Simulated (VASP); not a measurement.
# CoO (I4/mmm) in VASP: single point with PBE

Aim: the single point of CoO with PBE.

Everything below comes from runs of VASP 6.6.1. Logs are shortened: lines on timing, memory, paths and dates and some standing lists are left out, and cuts for length are marked.

**1. The cell of the first run**

It takes space group I4/mmm (No. 139, tetragonal). Conventional cell: a = 3.016 Å, b = 3.016 Å, c = 4.214 Å, α = 90.00°, β = 90.00°, γ = 90.00°. Within 2.8 Å of Co (site symmetry 4/mmm) lie 6 O at 2.11 to 2.13 Å. Within 2.8 Å of O (site symmetry 4/mmm) lie 6 Co at 2.11 to 2.13 Å.

**2. Single point, PBE, collinear spin, ferromagnetic start**

The input, INCAR:

```
SYSTEM = CoO
PREC = Accurate ; ENCUT = 520
EDIFF = 1E-6 ; ISMEAR = 0
SIGMA = 0.05 ; LREAL = .FALSE.
LASPH = .TRUE. ; NELM = 150
ALGO = Normal ; ISIF = 2
LWAVE = .FALSE. ; LCHARG = .FALSE.
ISPIN = 2 ; MAGMOM = 3 0
LORBIT = 11 ; LMAXMIX = 4
GGA = PE ; NBANDS = 18
```

The input, KPOINTS:

```
regular mesh
0
G
  18 18 18
  0 0 0
```

The input, POSCAR:

```
CoO
1.0
   -1.5080000000      1.5080000000      2.1072475400
    1.5080000000     -1.5080000000      2.1072475400
    1.5080000000      1.5080000000     -2.1072475400
Co O
1 1
Direct
    0.0000000000      0.0000000000      0.0000000000
    0.5000000000      0.5000000000      0.0000000000
```

Potentials or basis: VASP PAW PBE potentials, release 64 (Co, O).

Launch:

```console
> cat potpaw_PBE.64/Co/POTCAR potpaw_PBE.64/O/POTCAR > POTCAR
> mpirun -np 1 vasp_std > vasp.out
```

OUTCAR:

```text
SYSTEM = CoO
   PREC = Accurate
   ENCUT = 520
   EDIFF = 1E-6
   ISMEAR = 0
   LREAL = .FALSE.
   LASPH = .TRUE.
   NELM = 150
   ISIF = 2
   ISPIN = 2
   LORBIT = 11
   GGA = PE

 ion  position               nearest neighbor table
   1  0.000  0.000  0.000-   2 2.11   2 2.11   2 2.13   2 2.13   2 2.13   2 2.13
   2  0.500  0.500  0.000-   1 2.11   1 2.11   1 2.13   1 2.13   1 2.13   1 2.13

  LATTYP: Found a body centered tetragonal cell.
 ALAT       =     3.0160000000
 C/A-ratio  =     1.3973790053

  Lattice vectors:

 A1 = (  -1.5080000000,   1.5080000000,   2.1072475400)
 A2 = (   1.5080000000,  -1.5080000000,   2.1072475400)
 A3 = (   1.5080000000,   1.5080000000,  -2.1072475400)

Analysis of symmetry for initial positions (statically):
=====================================================================
 Subroutine PRICEL returns:
 Original cell was already a primitive cell.

 Routine SETGRP: Setting up the symmetry group for a
 body centered tetragonal supercell.

 Subroutine GETGRP returns: Found 16 space group operations
 (whereof 16 operations were pure point group operations)
 out of a pool of 16 trial point group operations.

The static configuration has the point symmetry D_4h.

Analysis of symmetry for dynamics (positions and initial velocities):
=====================================================================
 Subroutine PRICEL returns:
 Original cell was already a primitive cell.

 Routine SETGRP: Setting up the symmetry group for a
 body centered tetragonal supercell.

 Subroutine GETGRP returns: Found 16 space group operations
 (whereof 16 operations were pure point group operations)
 out of a pool of 16 trial point group operations.

The dynamic configuration has the point symmetry D_4h.

Analysis of structural, dynamic, and magnetic symmetry:
=====================================================================
 Subroutine PRICEL returns:
 Original cell was already a primitive cell.

 Routine SETGRP: Setting up the symmetry group for a
 body centered tetragonal supercell.

 Subroutine GETGRP returns: Found 16 space group operations
 (whereof 16 operations were pure point group operations)
 out of a pool of 16 trial point group operations.

The overall configuration has the point symmetry D_4h.

 Subroutine INISYM returns: Found 16 space group operations
 (whereof 16 operations are pure point group operations),
 and found     1 'primitive' translations

----------------------------------------------------------------------------------------

                                     Primitive cell

  volume of cell :      19.1681

  direct lattice vectors                    reciprocal lattice vectors
    -1.508000000  1.508000000  2.107247540     0.000000000  0.331564987  0.237276348
     1.508000000 -1.508000000  2.107247540     0.331564987  0.000000000  0.237276348
     1.508000000  1.508000000 -2.107247540     0.331564987  0.331564987  0.000000000

  length of vectors
     2.998102766  2.998102766  2.998102766     0.407719764  0.407719764  0.468903701

  position of ions in fractional coordinates (direct lattice)
     0.000000000  0.000000000  0.000000000
     0.500000000  0.500000000  0.000000000

  ion indices of the primitive-cell ions
   primitive index   ion index
                 1           1
                 2           2

----------------------------------------------------------------------------------------

 KPOINTS: regular mesh

Automatic generation of k-mesh.
 Grid dimensions read from file:
 generate k-points for:   18   18   18

 Generating k-lattice:

  Cartesian coordinates                     Fractional coordinates (reciprocal lattice)
     0.000000000  0.018420277  0.013182019     0.055555556  0.000000000  0.000000000
     0.018420277  0.000000000  0.013182019     0.000000000  0.055555556  0.000000000
     0.018420277  0.018420277  0.000000000     0.000000000  0.000000000  0.055555556

  Length of vectors
     0.022651098  0.022651098  0.026050206

  Shift w.r.t. Gamma in fractional coordinates (k-lattice)
     0.000000000  0.000000000  0.000000000

 Subroutine IBZKPT returns following result:
 ===========================================

 Found    480 irreducible k-points:

 Following reciprocal coordinates:
            Coordinates               Weight
  0.000000  0.000000  0.000000      1.000000
  0.055556  0.000000 -0.000000      8.000000
  0.111111  0.000000 -0.000000      8.000000
  0.166667 -0.000000  0.000000      8.000000
  0.222222  0.000000 -0.000000      8.000000
  0.277778  0.000000 -0.000000      8.000000
[... 16 lines left out ...]
 -0.277778  0.055556  0.000000     16.000000
 -0.222222  0.055556  0.000000     16.000000
 [... further k-points ...]
   k-points           NKPTS =    480   k-points in BZ     NKDIM =    480   number of bands    NBANDS=     18
   number of dos      NEDOS =    301   number of ions     NIONS =      2
   total plane-waves  NPLWV =  13824
   dimension x,y,z NGX =    24 NGY =   24 NGZ =   24
   dimension x,y,z NGXF=    48 NGYF=   48 NGZF=   48
   ions per type =               1   1
   NGX,Y,Z   is equivalent  to a cutoff of  13.31, 13.31, 13.31 a.u.
   NGXF,Y,Z  is equivalent  to a cutoff of  26.62, 26.62, 26.62 a.u.
 SYSTEM =  CoO
   PREC   = accura    normal or accurate (medium, high low for compatibility)
   ISTART =      0    job   : 0-new  1-cont  2-samecut
   ICHARG =      2    charge: 1-file 2-atom 10-const
   ISPIN  =      2    spin polarized calculation?
   LNONCOLLINEAR =      F non collinear calculations
   LSORBIT =      F    spin-orbit coupling
   LASPH  =      T    aspherical Exc in radial PAW
   ENCUT  =  520.0 eV  38.22 Ry    6.18 a.u.   5.57  5.57  5.57*2*pi/ulx,y,z
   NELM   =    150;   NELMIN=  2; NELMDL= -5     # of ELM steps
   EDIFF  = 0.1E-05   stopping-criterion for ELM
   LREAL  =      F    real-space projection
   EDIFFG = 0.1E-04   stopping-criterion for IOM
   NSW    =      0    number of steps for IOM
   IBRION =     -1    ionic relax: 0-MD 1-quasi-New 2-CG
   NFREE  =      0    steps in history (QN), initial steepest desc. (CG)
   ISIF   =      2    stress and relaxation
   ISYM   =      2    0-nonsym 1-usesym 2-fastsym
   POTIM  = 0.5000    time-step for ionic-motion
   TEBEG  =    0.0;   TEEND  =   0.0 temperature during run
   PSTRESS=    0.0 pullay stress
   NELECT =      15.0000    total number of electrons
   NUPDOWN=      -1.0000    fix difference up-down
   EMIN   =  10.00;   EMAX   =-10.00  energy-range for DOS
   EFERMI =   0.00;   METHOD = LEGACY
   ISMEAR =     0;   SIGMA  =   0.05  broadening in eV -4-tet -1-fermi 0-gaus
   EFERMI_NEDOS =   21; number of points for ismear=-14 and -15
   IALGO  =     38    algorithm
   IMIX   =      4    mixing-type and parameters
     AMIX     =   0.40;   BMIX     =  1.00
     AMIX_MAG =   1.60;   BMIX_MAG =  1.00
  volume/ion in A,a.u.               =       9.58        64.68
  Fermi-wavevector in a.u.,A,eV,Ry     =   1.508618  2.850874 30.965868  2.275927
  Thomas-Fermi vector in A             =   2.619048
   LORBIT       =     11    0 simple, 1 ext, 2 COOP (PROOUT), +10 PAW based schemes
   GGA     = PE    functional components
   LHFCALC =     F    Hartree Fock is set to
   AEXX    =    0.0000 exact exchange contribution
   IVDW    =     0    specifies the selected vdW correction
   LEPSILON=     F    determine dielectric tensor
   LRPA    =     F    only Hartree local field effects (RPA)
 spin polarized calculation
 Gauss-broadening in eV      SIGMA  =   0.05
  energy-cutoff  :      520.00
  volume of cell :       19.17
 maximum number of plane-waves:       533
   NGX = 11   NGY = 11   NGZ = 11

 number of electron      15.0000006 magnetization       2.9109790

 Free energy of the ion-electron system (eV)
  ---------------------------------------------------
  ext. energy  EPLUGINS =         0.00000000
  ---------------------------------------------------
  free energy    TOTEN  =       -13.04858212 eV

  energy without entropy =      -13.04372441  energy(sigma->0) =      -13.04615326

 E-fermi :   8.0221     XC(G=0): -12.4548

 val. band max:        8.0220445051   @ k =   0.3889   0.3333   0.0556
 cond. band min:       8.0221922554   @ k =  -0.2778   0.2778   0.2222
 fundamental gap:      0.0001477504
 Fermi energy:         8.0220757431

 spin component 1

 k-point     1 :       0.0000    0.0000    0.0000
  band No.  band energies     occupation
      1     -12.2423      1.00000
      2       4.7399      1.00000
      3       4.7507      1.00000
      4       4.8463      1.00000
      5       4.8854      1.00000
      6       4.8854      1.00000
[... 10 lines left out ...]
     17      29.9176      0.00000
     18      32.8271      0.00000
[... 463 lines left out ...]
 k-point    24 :      -0.2222    0.0556    0.0000
  band No.  band energies     occupation
      1     -11.8194      1.00000
      2       2.2665      1.00000
      3       3.0635      1.00000
      4       3.2257      1.00000
      5       5.0654      1.00000
      6       5.2103      1.00000
[... 10 lines left out ...]
     17      34.1679      0.00000
     18      36.6172      0.00000

 [... further k-points ...]

 spin component 2

 k-point     1 :       0.0000    0.0000    0.0000
  band No.  band energies     occupation
      1     -11.7357      1.00000
      2       5.3988      1.00000
      3       5.4589      1.00000
      4       5.4589      1.00000
      5       6.8918      1.00000
      6       6.8918      1.00000
[... 10 lines left out ...]
     17      30.8881      0.00000
     18      33.6562      0.00000
[... 463 lines left out ...]
 k-point    24 :      -0.2222    0.0556    0.0000
  band No.  band energies     occupation
      1     -11.3003      1.00000
      2       3.0046      1.00000
      3       4.3380      1.00000
      4       4.4628      1.00000
      5       7.1058      1.00000
      6       7.4272      1.00000
[... 10 lines left out ...]
     17      34.6830      0.00000
     18      37.4708      0.00000

 [... further k-points ...]
[... 5 lines left out ...]
  --------------------------------------------------------------------------------------
  -------------------------------------------------------------------------------------
  Total       -0.0619018     -0.0619018     -0.0540340      0.0000000     -0.0000000      0.0000000
  in kB       -5.1741118     -5.1741118     -4.5164722      0.0000000     -0.0000000      0.0000000
  external PRESSURE =      -4.9548986 kB  Pullay stress =       0.0000000 kB

 VOLUME and BASIS-vectors are now :
 -----------------------------------------------------------------------------
  energy-cutoff  :      520.00
  volume of cell :       19.17
      direct lattice vectors                 reciprocal lattice vectors
    -1.508000000  1.508000000  2.107247540     0.000000000  0.331564987  0.237276348
     1.508000000 -1.508000000  2.107247540     0.331564987  0.000000000  0.237276348
     1.508000000  1.508000000 -2.107247540     0.331564987  0.331564987  0.000000000

 POSITION                                       TOTAL-FORCE (eV/Angst)
 -----------------------------------------------------------------------------------
      0.00000      0.00000      0.00000        -0.000000      0.000000      0.000000
      0.00000      0.00000      2.10725         0.000000      0.000000     -0.000000
 -----------------------------------------------------------------------------------
    total drift:                               -0.000000      0.000000     -0.000000

  FREE ENERGIE OF THE ION-ELECTRON SYSTEM (eV)
  ---------------------------------------------------
  free  energy   TOTEN  =       -13.0485821171 eV

  energy  without entropy=      -13.0437244079  energy(sigma->0) =      -13.04615326

 total charge

# of ion       s       p       d       tot
------------------------------------------
    1        0.296   0.362   7.148   7.806
    2        1.556   3.428   0.000   4.984
--------------------------------------------------
tot          1.852   3.789   7.148  12.790

 magnetization (x)

# of ion       s       p       d       tot
------------------------------------------
    1        0.021   0.018   2.520   2.559
    2        0.029   0.273   0.000   0.302
--------------------------------------------------
tot          0.050   0.291   2.520   2.860
```

Run time: 6.9 min. Hardware: 1 thread of AMD EPYC 7R13 (Zen 3), shared host; peak memory 0.33 GiB.

What came out:

```
Free energy                                           : -13.0486 eV
Pressure                                              : -0.5 GPa
Net moment                                            : 2.91 μB per cell
Site moments                                          : Co +2.56; O +0.30 μB
Valence electrons inside the program's atomic spheres : Co 7.81; O 4.98
```

Caveat: a cell with one magnetic atom can't hold antiferromagnetic order, which such compounds often take; semilocal functionals often make such compounds metallic where correlation or magnetic order opens a gap, which also shifts bond lengths. With open d or f shells a metallic result of PBE can be an artefact of self-interaction; +U or a hybrid may open a gap.
